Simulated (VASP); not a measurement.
# Ag (Fm-3m) in VASP: a series of runs, part 2 of 2

VASP 6.6.1. Earlier steps stand in the parts before.

### 3 Single point, PBE

Input file INCAR:

```
ALGO     = Normal         # electronic algorithm
EDIFF    = 1E-7           # SCF threshold, eV
ENCUT    = 520            # plane-wave cutoff, eV
GGA      = PE             # functional
ISIF     = 2              # what is computed and relaxed
ISMEAR   = 0              # smearing method
LASPH    = T              # aspherical terms in the spheres
LCHARG   = F              # write CHGCAR
LREAL    = F              # projectors in reciprocal space
LWAVE    = F              # write WAVECAR
NBANDS   = 12             # bands
NELM     = 100            # most SCF steps
PREC     = Accurate       # precision mode
SIGMA    = 0.15           # smearing width, eV
```

Input file KPOINTS:

```
k-points
0
Gamma
  24 24 24
```

Input file POSCAR:

```
Ag
1.0
    0.0000000000      2.0735956984      2.0735956984
    2.0735956984      0.0000000000      2.0735956984
    2.0735956984      2.0735956984      0.0000000000
Ag
1
Direct
    0.0000000000      0.0000000000      0.0000000000
```

Potentials or basis: VASP PAW PBE potentials, release 64 (Ag).

On the command line:

```sh
$ cat potpaw_PBE.64/Ag/POTCAR > POTCAR
$ mpirun -np 1 vasp_std > vasp.out
```

OUTCAR:

```text
EDIFF = 1E-7
   ENCUT = 520
   GGA = PE
   ISIF = 2
   ISMEAR = 0
   LASPH = T
   LREAL = F
   NELM = 100
   PREC = Accurate

 ion  position               nearest neighbor table
   1  0.000  0.000  0.000-

  LATTYP: Found a face centered cubic cell.
 ALAT       =     4.1471913968

  Lattice vectors:

 A1 = (   0.0000000000,   2.0735956984,   2.0735956984)
 A2 = (   2.0735956984,   0.0000000000,   2.0735956984)
 A3 = (   2.0735956984,   2.0735956984,   0.0000000000)

Analysis of symmetry for initial positions (statically):
=====================================================================
 Subroutine PRICEL returns:
 Original cell was already a primitive cell.

 Routine SETGRP: Setting up the symmetry group for a
 face centered cubic supercell.

 Subroutine GETGRP returns: Found 48 space group operations
 (whereof 48 operations were pure point group operations)
 out of a pool of 48 trial point group operations.

The static configuration has the point symmetry O_h .

Analysis of symmetry for dynamics (positions and initial velocities):
=====================================================================
 Subroutine PRICEL returns:
 Original cell was already a primitive cell.

 Routine SETGRP: Setting up the symmetry group for a
 face centered cubic supercell.

 Subroutine GETGRP returns: Found 48 space group operations
 (whereof 48 operations were pure point group operations)
 out of a pool of 48 trial point group operations.

The dynamic configuration has the point symmetry O_h .

 Subroutine INISYM returns: Found 48 space group operations
 (whereof 48 operations are pure point group operations),
 and found     1 'primitive' translations

----------------------------------------------------------------------------------------

                                     Primitive cell

  volume of cell :      17.8321

  direct lattice vectors                    reciprocal lattice vectors
     0.000000000  2.073595698  2.073595698    -0.241127043  0.241127043  0.241127043
     2.073595698  0.000000000  2.073595698     0.241127043 -0.241127043  0.241127043
     2.073595698  2.073595698  0.000000000     0.241127043  0.241127043 -0.241127043

  length of vectors
     2.932507160  2.932507160  2.932507160     0.417644290  0.417644290  0.417644290

  position of ions in fractional coordinates (direct lattice)
     0.000000000  0.000000000  0.000000000

  ion indices of the primitive-cell ions
   primitive index   ion index
                 1           1

----------------------------------------------------------------------------------------

 KPOINTS: k-points

Automatic generation of k-mesh.
 Grid dimensions read from file:
 generate k-points for:   24   24   24

 Generating k-lattice:

  Cartesian coordinates                     Fractional coordinates (reciprocal lattice)
    -0.010046960  0.010046960  0.010046960     0.041666667  0.000000000  0.000000000
     0.010046960 -0.010046960  0.010046960     0.000000000  0.041666667  0.000000000
     0.010046960  0.010046960 -0.010046960     0.000000000  0.000000000  0.041666667

  Length of vectors
     0.017401845  0.017401845  0.017401845

  Shift w.r.t. Gamma in fractional coordinates (k-lattice)
     0.000000000  0.000000000  0.000000000

 Subroutine IBZKPT returns following result:
 ===========================================

 Found    413 irreducible k-points:

 Following reciprocal coordinates:
            Coordinates               Weight
  0.000000  0.000000  0.000000      1.000000
  0.041667  0.000000  0.000000      8.000000
  0.083333  0.000000  0.000000      8.000000
  0.125000  0.000000  0.000000      8.000000
  0.166667  0.000000  0.000000      8.000000
  0.208333  0.000000  0.000000      8.000000
[... 16 lines left out ...]
  0.416667  0.041667  0.000000     24.000000
  0.458333  0.041667  0.000000     24.000000
 [... further k-points ...]
   k-points           NKPTS =    413   k-points in BZ     NKDIM =    413   number of bands    NBANDS=     12
   number of dos      NEDOS =    301   number of ions     NIONS =      1
   total plane-waves  NPLWV =  13824
   dimension x,y,z NGX =    24 NGY =   24 NGZ =   24
   dimension x,y,z NGXF=    48 NGYF=   48 NGZF=   48
   ions per type =               1
   NGX,Y,Z   is equivalent  to a cutoff of  13.61, 13.61, 13.61 a.u.
   NGXF,Y,Z  is equivalent  to a cutoff of  27.21, 27.21, 27.21 a.u.
 SYSTEM =  unknown system
   PREC   = accura    normal or accurate (medium, high low for compatibility)
   ISTART =      0    job   : 0-new  1-cont  2-samecut
   ICHARG =      2    charge: 1-file 2-atom 10-const
   ISPIN  =      1    spin polarized calculation?
   LNONCOLLINEAR =      F non collinear calculations
   LSORBIT =      F    spin-orbit coupling
   LASPH  =      T    aspherical Exc in radial PAW
   ENCUT  =  520.0 eV  38.22 Ry    6.18 a.u.   5.45  5.45  5.45*2*pi/ulx,y,z
   NELM   =    100;   NELMIN=  2; NELMDL= -5     # of ELM steps
   EDIFF  = 0.1E-06   stopping-criterion for ELM
   LREAL  =      F    real-space projection
   EDIFFG = 0.1E-05   stopping-criterion for IOM
   NSW    =      0    number of steps for IOM
   IBRION =     -1    ionic relax: 0-MD 1-quasi-New 2-CG
   NFREE  =      0    steps in history (QN), initial steepest desc. (CG)
   ISIF   =      2    stress and relaxation
   ISYM   =      2    0-nonsym 1-usesym 2-fastsym
   POTIM  = 0.5000    time-step for ionic-motion
   TEBEG  =    0.0;   TEEND  =   0.0 temperature during run
   PSTRESS=    0.0 pullay stress
   NELECT =      11.0000    total number of electrons
   NUPDOWN=      -1.0000    fix difference up-down
   EMIN   =  10.00;   EMAX   =-10.00  energy-range for DOS
   EFERMI =   0.00;   METHOD = LEGACY
   ISMEAR =     0;   SIGMA  =   0.15  broadening in eV -4-tet -1-fermi 0-gaus
   EFERMI_NEDOS =   21; number of points for ismear=-14 and -15
   IALGO  =     38    algorithm
   IMIX   =      4    mixing-type and parameters
     AMIX     =   0.40;   BMIX     =  1.00
     AMIX_MAG =   1.60;   BMIX_MAG =  1.00
  volume/ion in A,a.u.               =      17.83       120.34
  Fermi-wavevector in a.u.,A,eV,Ry     =   1.393601  2.633523 26.424181  1.942123
  Thomas-Fermi vector in A             =   2.517231
   LORBIT       =      0    0 simple, 1 ext, 2 COOP (PROOUT), +10 PAW based schemes
   GGA     = PE    functional components
   LHFCALC =     F    Hartree Fock is set to
   AEXX    =    0.0000 exact exchange contribution
   IVDW    =     0    specifies the selected vdW correction
   LEPSILON=     F    determine dielectric tensor
   LRPA    =     F    only Hartree local field effects (RPA)
 non-spin polarized calculation
 Gauss-broadening in eV      SIGMA  =   0.15
  energy-cutoff  :      520.00
  volume of cell :       17.83
 maximum number of plane-waves:       531
 NGX is ok and might be reduce to    24
   NGX = 11   NGY = 11   NGZ = 11

 number of electron      11.0000000 magnetization

 Free energy of the ion-electron system (eV)
  ---------------------------------------------------
  ext. energy  EPLUGINS =         0.00000000
  ---------------------------------------------------
  free energy    TOTEN  =        -2.72051882 eV

  energy without entropy =       -2.71822319  energy(sigma->0) =       -2.71937100

 E-fermi :   7.8725     XC(G=0): -11.9442

 val. band max:        7.8134001069   @ k =   0.5000   0.2500   0.0833
 cond. band min:       7.8734005600   @ k =   0.5000   0.0833   0.0000
 fundamental gap:      0.0600004531
 Fermi energy:         7.8724558104

 k-point     1 :       0.0000    0.0000    0.0000
  band No.  band energies     occupation
      1       0.3783      2.00000
      2       3.1726      2.00000
      3       3.1726      2.00000
      4       3.1726      2.00000
      5       4.1270      2.00000
      6       4.1270      2.00000
      7      23.7429      0.00000
      8      27.0559      0.00000
      9      27.0559      0.00000
     10      27.0559      0.00000
     11      31.7570      0.00000
     12      32.6189      0.00000
[... 331 lines left out ...]
 k-point    24 :       0.4583    0.0417    0.0000
  band No.  band energies     occupation
      1       1.7463      2.00000
      2       3.1488      2.00000
      3       3.1967      2.00000
      4       4.6819      2.00000
      5       4.8466      2.00000
      6       7.0632      2.00000
      7      11.9811      0.00000
      8      23.0178      0.00000
      9      24.9375      0.00000
     10      25.2163      0.00000
     11      30.2165      0.00000
     12      30.3421      0.00000

 [... further k-points ...]

------------------------ aborting loop because EDIFF is reached ----------------------------------------

  FORCE on cell =-STRESS in cart. coord.  units (eV):
  Direction    XX          YY          ZZ          XY          YZ          ZX
  --------------------------------------------------------------------------------------
  -------------------------------------------------------------------------------------
  Total       -0.0119156     -0.0119156     -0.0119156     -0.0000000      0.0000000     -0.0000000
  in kB       -1.0705888     -1.0705888     -1.0705888     -0.0000000      0.0000000     -0.0000000
  external PRESSURE =      -1.0705888 kB  Pullay stress =       0.0000000 kB

 VOLUME and BASIS-vectors are now :
 -----------------------------------------------------------------------------
  energy-cutoff  :      520.00
  volume of cell :       17.83
      direct lattice vectors                 reciprocal lattice vectors
     0.000000000  2.073595698  2.073595698    -0.241127043  0.241127043  0.241127043
     2.073595698  0.000000000  2.073595698     0.241127043 -0.241127043  0.241127043
     2.073595698  2.073595698  0.000000000     0.241127043  0.241127043 -0.241127043

 POSITION                                       TOTAL-FORCE (eV/Angst)
 -----------------------------------------------------------------------------------
      0.00000      0.00000      0.00000         0.000000      0.000000      0.000000
 -----------------------------------------------------------------------------------
    total drift:                               -0.000000      0.000000      0.000000

  FREE ENERGIE OF THE ION-ELECTRON SYSTEM (eV)
  ---------------------------------------------------
  free  energy   TOTEN  =        -2.7205188210 eV

  energy  without entropy=       -2.7182231870  energy(sigma->0) =       -2.71937100
```

It took 74 s on 1 thread of Intel Xeon Platinum 8375C at 2.90GHz (Ice Lake), shared host; peak memory 0.21 GiB.

What came out:

```
Free energy : -2.7205 eV
Pressure    : -0.1 GPa
```
